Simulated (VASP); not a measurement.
## Ta3BiO3: single point with PBE

Crystal: Ta3BiO3.

```
Ta Bi O
1.0
     3.99052   -3.14715    0.00555
     3.99052    3.14715    0.00555
    -2.98817    0.00000    4.88574
Ta Bi O
3 1 3
Direct
  0.64775 0.64775 0.12882
  0.70721 0.25188 0.43236
  0.25188 0.70721 0.43236
  0.20416 0.20416 0.94665
  0.50736 0.95612 0.44884
  0.95612 0.50736 0.44884
  0.55138 0.55138 0.73423
```

The cell was built from a structure type or drawn by symmetry, and may not be a known phase.

```json
{"Program": "VASP 6.6.1", "Task": "single point", "Functional": "PBE", "Potentials or basis": "VASP PAW PBE potentials, release 64 (Ta_pv, Bi_d, O)", "Cutoff": "520 eV", "k mesh": "8 × 8 × 6", "Occupations": "gaussian, width 0.1 eV", "Spin": "no spin polarisation"}
```

```
Pressure               : 0.3 GPa
Largest force          : 0.044 eV/Å
Band gap on the k mesh : zero (bands 33 and 34 overlap by 0.98 eV)
```

Forces in eV/Å, atoms in the order of the input:
```
Ta  -0.005  0.000  0.014
Ta  -0.033 -0.021 -0.019
Ta  -0.033  0.021 -0.019
Bi   0.002  0.000 -0.005
O    0.029  0.014  0.021
O    0.029 -0.014  0.021
O    0.011  0.000 -0.014
```

Stress tensor (GPa, compression positive):
```
 0.49  0.00 -0.08
 0.00  0.13  0.00
-0.08  0.00  0.31
```

Levels at points of the mesh, in eV from the Fermi level:
| k point | band 31 | band 32 | band 33 | band 34 | band 35 | band 36 |
| --- | --- | --- | --- | --- | --- | --- |
| (0.00, 0.00, 0.00) | -1.32 | -0.75 | -0.23 | 0.29 | 1.17 | 1.32 |
| (0.50, 0.00, 0.00) | -1.28 | -0.77 | -0.09 | 0.80 | 1.30 | 1.34 |
| (0.50, 0.50, 0.00) | -1.53 | -1.13 | -0.85 | 0.38 | 1.64 | 2.20 |
| (0.00, 0.00, 0.50) | -1.19 | -0.88 | -0.25 | 0.80 | 1.53 | 2.15 |
| (0.50, 0.00, 0.50) | -0.83 | -0.62 | 0.03 | 0.62 | 1.03 | 1.47 |
| (0.50, 0.50, 0.50) | -1.13 | -0.91 | -0.79 | -0.73 | 0.71 | 1.45 |

Run time: 19 min on 1 thread of Intel Xeon 8259CL, on a shared host, peak memory 0.63 GiB.

Caveat: spin-orbit coupling is left out, which moves the levels of the heavy elements.
